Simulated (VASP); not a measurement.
# ZnSe: single point with r2SCAN

The system is ZnSe.

```
CELL_PARAMETERS angstrom
0.00000 2.83242 2.83242
2.83242 0.00000 2.83242
2.83242 2.83242 0.00000
ATOMIC_POSITIONS crystal
Zn 0.00000 0.00000 0.00000
Se 0.25000 0.25000 0.25000
```

| Quantity | Value |
| --- | --- |
| Program | VASP 6.6.1 |
| Task | single point |
| Functional | r2SCAN |
| Potentials or basis | VASP PAW PBE potentials, release 64 (Zn, Se) |
| Cutoff | 550 eV |
| k mesh | 6 × 6 × 6, shifted |
| Occupations | gaussian, width 0.01 eV |
| Spin | no spin polarisation |
| Dipole correction | no |
| Further INCAR settings | ALGO = Normal; EDIFF = 1e-06; NBANDS = 16; ISYM = -1 |

The pressure is 0.1 GPa and the band gap on the k mesh is 2.49 eV.

Levels at points of the mesh, in eV from the valence-band top:
```csv
k point,band 7,band 8,band 9,band 10,band 11,band 12
"(0.08, 0.08, 0.08)",-0.61,0.00,0.00,2.49,6.31,6.51
```

It took 3.3 min on 1 thread of Intel(R) Xeon(R) Platinum 8259CL CPU @ 2.50GHz (Skylake/Cascade Lake) (shared host), peak memory 0.24 GiB.

Caveat: the PAW data sets were made with another functional, which shifts forces and pressure a little; a shifted mesh leaves out Γ, where band edges can lie. A k mesh can miss the band edges.
